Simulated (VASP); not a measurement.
Here is a VASP 6.6.1 calculation.

Contents of INCAR:

```
SYSTEM = Ru
AGGAC    = 1.0          
AGGAX    = 1.0          
ALDAC    = 0.0          
ALDAX    = 1.0          
ALGO     = Fast           ! electronic algorithm
EDIFF    = 1E-6           ! SCF threshold, eV
ENCUT    = 520            ! plane-wave cutoff, eV
GGA      = B5             ! functional
ISIF     = 2              ! what is computed and relaxed
ISMEAR   = -1             ! smearing method
IVDW     = 13             ! dispersion correction
LASPH    = .TRUE.         ! aspherical terms in the spheres
LCHARG   = .FALSE.        ! write CHGCAR
LREAL    = .FALSE.        ! projectors in reciprocal space
LWAVE    = .FALSE.        ! write WAVECAR
NBANDS   = 21             ! bands
NELM     = 80             ! most SCF steps
PREC     = Accurate       ! precision mode
SIGMA    = 0.05           ! smearing width, eV
VDW_A1   = 0.44488865   
VDW_A2   = 4.0933009    
VDW_S6   = 1.0          
VDW_S8   = 2.34076671
```

Contents of KPOINTS:

```
k-points
0
G
  11 11 6
  0 0 0
```

POSCAR

```
Ru
1.0
    2.7414067149      0.0000000000      0.0000000000
   -1.3707033574      2.3741278572      0.0000000000
    0.0000000000      0.0000000000      4.3382472512
Ru
2
Direct
    0.6666666667      0.3333333333      0.7500000000
    0.3333333333      0.6666666667      0.2500000000
```

Potentials or basis: VASP PAW PBE potentials, release 64 (Ru_pv).

Run with:

```console
$ cat potpaw_PBE.64/Ru_pv/POTCAR > POTCAR
$ mpirun -np 1 vasp_std > vasp.out
```

(1) What does it give for the dispersion energy per atom?

(2) Estimate the pressure.

(3) Predict the band gap on the k mesh.

Results:

(1) -0.971 eV.

(2) -4.3 GPa.

(3) zero (band 14 reaches 14.05 eV, above the bottom of band 15 at 11.17 eV).

Caveat: the PAW data sets were made with another functional, which shifts forces and pressure a little; pairwise dispersion overbinds metals, which lowers pressure and volume.
